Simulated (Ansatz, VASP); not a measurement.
HfO2 in VASP and in Ansatz

```xyz
3
Lattice="1.6312 0.9418 4.6799 -1.6312 0.9418 4.6799 0.0000 -1.8835 4.6799" Properties=species:S:1:pos:R:3 pbc="T T T"
Hf    0.0000    0.0000    0.0000
O     0.0000    0.0000   10.3214
O     0.0000    0.0000    3.7181
```

Alike in both runs: functional PBE; k mesh 12 × 12 × 12; occupations gaussian, width 0.02 eV; no spin polarisation.

Ansatz relaxed the structure, and its values are those at the end. VASP's run is a single point on that final structure, the one shown.

```csv
,VASP,Ansatz
version,VASP 6.6.1,Ansatz 0.2.0
potentials or method,"VASP PAW PBE potentials, release 64 (Hf_pv, O), cutoff 520 eV","scalar-relativistic, plane waves, PAW"
valence electrons in the cell,22,38
```

Ansatz gave:

| Item | Value |
| --- | --- |
| gap on the k mesh at the Fermi level (eV) | 4.48 |
| least direct gap on the mesh (eV) | 4.82 |
| pressure (GPa) | 0.0 |
| rms of the force components (eV/Å) | 0.000 |

Estimate VASP's values.

gap on the k mesh at the Fermi level (eV): 4.48; least direct gap on the mesh (eV): 4.82; pressure (GPa): -2.4; rms of the force components (eV/Å): 0.092.

The functional is the same, so the differences come from potentials, cutoffs and numerics. VASP's potentials hold 22 valence electrons a cell and Ansatz's 38, so a difference there can come from the potentials and not from the codes.

Neither program's run includes spin-orbit coupling.
